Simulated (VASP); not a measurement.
A run of VASP 6.6.1 is set up as follows.

File INCAR:

```
PREC = Accurate
ENCUT = 500
EDIFF = 1E-6
ISMEAR = -1
SIGMA = 0.05
LREAL = F
LASPH = T
NELM = 120
ALGO = Normal
ISIF = 2
LWAVE = F
LCHARG = T
GGA = PE
LELF = T
LVHAR = T
NBANDS = 24
GGA_COMPAT = F
```

The input KPOINTS:

```
Automatic mesh
0
Gamma
  18 18 10
```

File POSCAR:

```
Ir
1.0
    2.7513778946      0.0000000000      0.0000000000
   -1.3756889473      2.3827631521      0.0000000000
    0.0000000000      0.0000000000      4.4622900000
Ir
2
Direct
    0.3333333333      0.6666666667      0.2500000000
    0.6666666667      0.3333333333      0.7500000000
```

Potentials or basis: VASP PAW PBE potentials, release 64 (Ir_sv_GW).

Run with:

```console
$ cat potpaw_PBE.64/Ir_sv_GW/POTCAR > POTCAR
$ mpirun -np 1 vasp_std > vasp.out
```

Task: Predict the band gap on the k mesh.

Result: Zero (band 17 reaches 13.31 eV, above the bottom of band 18 at 10.14 eV).

Task: Predict the pressure.

Result: -4.7 GPa.

Stress tensor (GPa, compression positive):
```
-4.61  0.00  0.00
 0.00 -4.61  0.00
 0.00  0.00 -4.97
```

Caveat: spin-orbit coupling is left out, which moves the levels of the heavy elements.
